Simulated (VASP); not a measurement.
Here is a VASP 6.6.1 calculation.

File INCAR:

```
ALGO     = Normal         # electronic algorithm
EDIFF    = 1E-6           # SCF threshold, eV
ENCUT    = 520            # plane-wave cutoff, eV
GGA      = PE             # functional
ISIF     = 2              # what is computed and relaxed
ISMEAR   = 0              # smearing method
LASPH    = True           # aspherical terms in the spheres
LCHARG   = False          # write CHGCAR
LREAL    = False          # projectors in reciprocal space
LWAVE    = False          # write WAVECAR
NBANDS   = 16             # bands
NELM     = 60             # most SCF steps
PREC     = Accurate       # precision mode
SIGMA    = 0.15           # smearing width, eV
```

File KPOINTS:

```
k-points
0
Gamma
  20 20 20
```

File POSCAR:

```
InP
1.0
    0.0000000000      2.7810422502      2.8950649825
    2.7810422502      0.0000000000      2.8950649825
    2.7810422502      2.7810422502      0.0000000000
In P
1 1
Direct
    0.0000000000      0.0000000000      0.0000000000
    0.5000000000      0.5000000000      0.5000000000
```

Potentials or basis: VASP PAW PBE potentials, release 64 (In_d, P).

The run is started by

```bash
$ cat potpaw_PBE.64/In_d/POTCAR potpaw_PBE.64/P/POTCAR > POTCAR
$ mpirun -np 1 vasp_std > vasp.out
```

Task: What does it give for the pressure?

Result: -3.2 GPa.

Task: What does it give for the band gap on the k mesh?

Result: Zero (band 9 reaches 6.74 eV, above the bottom of band 10 at 4.34 eV).

Stress tensor (GPa, compression positive):
```
-2.24  0.00  0.00
 0.00 -2.24  0.00
 0.00  0.00 -5.17
```

Caveat: spin-orbit coupling is left out, which moves the levels of the heavy elements.
